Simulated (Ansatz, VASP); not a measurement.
**One calculation of CdF2, two programs**

```
Cd F
1.0
     0.00000    2.89398    2.28826
     2.89398    0.00000    2.28826
     2.89398    2.89398    0.00000
Cd F
1 2
Direct
  0.00000 0.00000 0.00000
  0.25000 0.25000 0.25000
  0.75000 0.75000 0.75000
```

Change from the starting cell: strain +e along x and -e along y +0.0000, strain +e along z and -e/2 along x and y -0.1500.

Alike in both runs: task single point; functional PBEsol; k mesh 8 × 8 × 8; occupations gaussian, width 0.05 eV; no spin polarisation.

|  | VASP | Ansatz |
| --- | --- | --- |
| version | VASP 6.6.1 | Ansatz 0.2.0 |
| potentials or method | VASP PAW PBE potentials, release 64 (Cd, F), cutoff 520 eV | scalar-relativistic, plane waves, PAW |
| valence electrons in the cell | 26 | 34 |

```tsv
	VASP	Ansatz	Ansatz less VASP
gap on the k mesh at the Fermi level (eV)	1.46	1.50	+0.035
least direct gap on the mesh (eV)	1.73	1.77	+0.040
pressure (GPa)	3.2	2.4	-0.77
traceless stress, the component that is largest in VASP (GPa)	21.49	21.78	+0.292
```

VASP's potentials were made for PBE, not for PBEsol. VASP's potentials hold 26 valence electrons a cell and Ansatz's 34, so a difference there can come from the potentials and not from the codes.
